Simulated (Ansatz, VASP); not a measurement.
**Be2C: VASP beside Ansatz**

```
Be C
1.0
     0.00000    2.13574    2.13574
     2.13574    0.00000    2.13574
     2.13574    2.13574    0.00000
Be C
2 1
Direct
  0.25000 0.25000 0.25000
  0.75000 0.75000 0.75000
  0.00000 0.00000 0.00000
```

Alike in both runs: task single point; functional PBE; dispersion D3(BJ); k mesh 8 × 8 × 8; no spin polarisation.

|  | VASP | Ansatz |
| --- | --- | --- |
| version | VASP 6.6.1 | Ansatz 0.2.0 |
| potentials or method | VASP PAW PBE potentials, release 64 (Be, C), cutoff 600 eV | plane waves, PAW |
| occupations | gaussian, width 0.01 eV | fixed |
| valence electrons in the cell | 8 | 8 |

|  | VASP | Ansatz | Ansatz less VASP |
| --- | --- | --- | --- |
| pressure (GPa) | 0.7 | 0.4 | -0.29 |
